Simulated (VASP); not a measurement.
Set up this calculation in VASP 6.6.1, as the native input.

```yaml
Task: single point
Functional: PBE
Potentials_or_basis: VASP PAW PBE potentials, release 64 (Mg, S)
Cutoff: 520 eV
k_mesh: 8 × 8 × 8
Occupations: gaussian, width 0.05 eV
Spin: no spin polarisation
Dipole_correction: no
Further_INCAR_settings: ALGO = Normal; EDIFF = 1e-06; NBANDS = 11
```

The structure of MgS lies in POSCAR:

```
MgS
1.0
    0.0000000000      2.4975840000      2.6016500000
    2.4975840000      0.0000000000      2.6016500000
    2.4975840000      2.4975840000      0.0000000000
Mg S
1 1
Direct
    0.0000000000      0.0000000000      0.0000000000
    0.5000000000      0.5000000000      0.5000000000
```

This cell differs from its parent crystal: strain -0.040 along x and y, +0.000 along z.

The input as run:

INCAR

```
PREC = Accurate ; ENCUT = 520
EDIFF = 1E-6 ; ISMEAR = 0
SIGMA = 0.05 ; LREAL = F
LASPH = T ; NELM = 80
ALGO = Normal ; ISIF = 2
LWAVE = F ; LCHARG = T
GGA = PE ; LELF = T
LVHAR = T ; NBANDS = 11
```

KPOINTS

```
regular mesh
0
Gamma
  8 8 8
```

Potentials or basis: VASP PAW PBE potentials, release 64 (Mg, S).

The run is started by

```console
$ cat potpaw_PBE.64/Mg/POTCAR potpaw_PBE.64/S/POTCAR > POTCAR
$ mpirun -np 1 vasp_std > vasp.out
```

It gave:

```json
{
  "Pressure": "8.7 GPa",
  "Band gap on the k mesh": "2.78 eV, indirect (least direct gap 4.28 eV)"
}
```

Caveat: the cell differs from its parent crystal (strain -0.040 along x and y, +0.000 along z).

Wall time 44 s on 1 thread of AMD EPYC 7R13, on a shared host, peak memory 0.14 GiB.
